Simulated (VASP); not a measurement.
Set up this calculation in VASP 6.6.1, as the native input.

| Item | Value |
| --- | --- |
| Task | single point |
| Functional | PBE |
| Potentials or basis | VASP PAW PBE potentials, release 64 (Ga_d) |
| Cutoff | 520 eV |
| k mesh | 12 × 12 × 10 |
| Occupations | fermi-dirac, width 0.08 eV |
| Spin | no spin polarisation |
| Dipole correction | no |
| Further INCAR settings | ALGO = Normal; EDIFF = 1e-07; NBANDS = 20 |

The structure of Ga lies in POSCAR:

```
Ga
1.0
    1.4690811355     -4.1184929765      0.0000000000
    1.4690811355      4.1184929765      0.0000000000
    0.0000000000      0.0000000000      3.2117153101
Ga
2
Direct
    0.8670000000      0.1330000000      0.2500000000
    0.1330000000      0.8670000000      0.7500000000
```

This cell differs from its parent crystal: volume scaled by 1.04.

One way to write it, as run:

INCAR

```
SYSTEM = Ga
PREC = Accurate
ENCUT = 520
EDIFF = 1E-7
ISMEAR = -1
SIGMA = 0.08
LREAL = .False.
LASPH = .True.
NELM = 100
ALGO = Normal
ISIF = 2
LWAVE = .False.
LCHARG = .False.
GGA = PE
NBANDS = 20
```

KPOINTS

```
Automatic mesh
0
Gamma
  12 12 10
  0 0 0
```

Potentials or basis: VASP PAW PBE potentials, release 64 (Ga_d).

Launch:

```console
$ cat potpaw_PBE.64/Ga_d/POTCAR > POTCAR
$ mpirun -np 1 vasp_std > vasp.out
```

Results of the run:

```
Pressure               : -0.2 GPa
Largest force          : 0.176 eV/Å
Band gap on the k mesh : zero (band 13 reaches 10.29 eV, above the bottom of band 14 at 1.24 eV)
```

It took 59 s on 1 thread of Intel(R) Xeon(R) 6975P-C (Granite Rapids), with other jobs on the host, peak memory 0.29 GiB.
